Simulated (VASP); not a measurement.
Runs of VASP 6.6.1 on Pd. The structure is that of space group Im-3m (No. 229), or close to it. The cells are those of the table. 

| cell | k mesh | gap on the mesh (eV) | pressure (GPa) | moment (μB) |
| --- | --- | --- | --- | --- |
| a = 3.109 Å, 2 atoms | 10 × 10 × 10 | none | 0.6 | 0.00 |
| a = 3.067 Å, 2 atoms | 11 × 11 × 11 | none | 9.2 | 0.00 |
| a = 3.190 Å, 2 atoms | 11 × 11 × 11 | none | -10.8 | 0.00 |
| a = 3.150 Å, 2 atoms | 11 × 11 × 11 | none | (a) | 0.00 |
| a = 3.024 Å, 2 atoms | 11 × 11 × 11 | none | 20.1 | 0.00 |
| a = 3.109 Å, 2 atoms | 11 × 11 × 11 | none | 0.7 | 0.00 |
| a = 2.979 Å, 2 atoms | 11 × 11 × 11 | none | (b) | 0.00 |

Alike in all rows: task single point; level r2SCAN; potentials or basis VASP PAW PBE potentials, release 64 (Pd); spin collinear, antiferromagnetic start; cutoff (eV) 520; smearing fermi-dirac 0.05 eV.

**Question.** Estimate the missing entries.

**Answer.** (a) -5.8; (b) 34.3.

Caveats: the PAW data sets were made with another functional, which shifts forces and pressure a little.

A k mesh can miss the band edges, and the runs leave out spin-orbit coupling on Pd.

A gap of «none» marks levels without a gap at the run's occupations.
